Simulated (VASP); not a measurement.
# TaTeO5: single point with PBE

TaTeO5:

```
CELL_PARAMETERS angstrom
3.74886 0.00000 0.00000
0.00000 3.74886 0.00000
0.00000 0.00000 6.61705
ATOMIC_POSITIONS crystal
Ta 0.50000 0.50000 0.00000
Te 0.00000 0.00000 0.50000
O 0.00000 0.00000 0.00000
O 0.50000 0.00000 0.69953
O 0.00000 0.50000 0.69953
O 0.50000 0.00000 0.30047
O 0.00000 0.50000 0.30047
```

```yaml
Program: VASP 6.6.1
Task: single point
Functional: PBE
Potentials_or_basis: VASP PAW PBE potentials, release 64 (Ta_pv, Te, O)
Cutoff: 520 eV
k_mesh: 4 × 4 × 4
Occupations: gaussian, width 0.1 eV
Spin: no spin polarisation
```

```
Pressure      : -33.6 GPa
Largest force : 0.986 eV/Å
```

Forces on the atoms (eV/Å):
```
Ta   0.000  0.000  0.000
Te   0.000  0.000  0.000
O    0.000  0.000  0.000
O    0.000  0.000  0.986
O    0.000  0.000  0.986
O    0.000  0.000 -0.986
O    0.000  0.000 -0.986
```

Stress tensor (GPa, compression positive):
```
-28.70   0.00   0.00
  0.00 -28.70   0.00
  0.00   0.00 -43.27
```

Levels at points of the mesh, in eV from the Fermi level:
```tsv
k point	band 20	band 21	band 22	band 23	band 24	band 25	band 26	band 27
(0.00, 0.00, 0.00)	-1.12	-1.12	-1.05	-1.05	-1.05	-0.04	0.02	0.42
(0.50, 0.00, 0.00)	-2.16	-2.14	-1.71	-0.29	0.42	0.65	1.53	1.72
(0.50, 0.50, 0.00)	-0.93	-0.87	-0.57	-0.49	-0.03	1.01	1.08	1.45
(0.00, 0.00, 0.50)	-1.62	-1.62	-0.68	-0.68	-0.07	0.01	0.42	0.74
(0.50, 0.00, 0.50)	-2.08	-1.76	-1.24	-0.64	0.37	1.04	1.36	1.55
(0.50, 0.50, 0.50)	-0.80	-0.80	-0.35	-0.21	0.52	0.67	0.67	0.72
```

Wall time 52 s on 1 thread of Intel(R) Xeon(R) Platinum 8488C (Sapphire Rapids) (shared host), peak memory 0.21 GiB.

Caveat: the k points lie up to 0.42 Å⁻¹ apart; spin-orbit coupling is left out, which moves the levels of the heavy elements; an odd number of electrons without spin polarisation forces a metal; a magnetic or distorted state may lie lower.
